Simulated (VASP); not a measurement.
Here is a VASP 6.6.1 calculation.

POSCAR

```
CsH
1.0
    3.3155200000      3.3155200000      0.0000000000
   -3.3155200000      3.3155200000      0.0000000000
    0.0000000000      0.0000000000      6.3313963289
Cs H
2 2
Direct
    0.0000000000      0.0000000000      0.0000000000
    0.5000000000      0.5000000000      0.5000000000
    0.5000000000      0.5000000000      0.0000000000
    0.0000000000      0.0000000000      0.5000000000
```

The input INCAR.step1:

```
SYSTEM = CsH
PREC = Accurate
ENCUT = 520
ISMEAR = 0
SIGMA = 0.02
LREAL = .FALSE.
LASPH = .TRUE.
NELM = 60
NBANDS = 18
GGA = PE
ALGO = Normal
EDIFF = 1E-4
LWAVE = .TRUE.
LCHARG = .FALSE.
```

The input INCAR.step2:

```
SYSTEM = CsH
PREC = Accurate
ENCUT = 520
EDIFF = 1E-6
ISMEAR = 0
SIGMA = 0.02
LREAL = .FALSE.
LASPH = .TRUE.
NELM = 60
ALGO = Normal
ISIF = 2
LWAVE = .FALSE.
LCHARG = .FALSE.
METAGGA = R2SCAN
LMIXTAU = .TRUE.
NBANDS = 18
ISTART = 1
```

File KPOINTS:

```
Automatic mesh
0
G
  6 6 4
  0 0 0
```

Potentials or basis: VASP PAW PBE potentials, release 64 (Cs_sv, H).

Launch:

```sh
$ cat potpaw_PBE.64/Cs_sv/POTCAR potpaw_PBE.64/H/POTCAR > POTCAR
$ cp INCAR.step1 INCAR
$ mpirun -np 1 vasp_std > vasp.out
$ cp INCAR.step2 INCAR
$ mpirun -np 1 vasp_std > vasp.out
```

Predict the band gap on the k mesh.

2.73 eV.

Estimate the pressure.

-0.5 GPa.

Stress tensor (GPa, compression positive):
```
-0.81  0.00  0.00
 0.00 -0.81  0.00
 0.00  0.00  0.03
```

Caveat: the cell differs from its parent crystal (biaxial strain in the a-b plane: +4.0 %, then relaxed in part); the PAW data sets were made with another functional, which shifts forces and pressure a little; spin-orbit coupling is left out, which moves the levels of the heavy elements. A k mesh can miss the band edges.
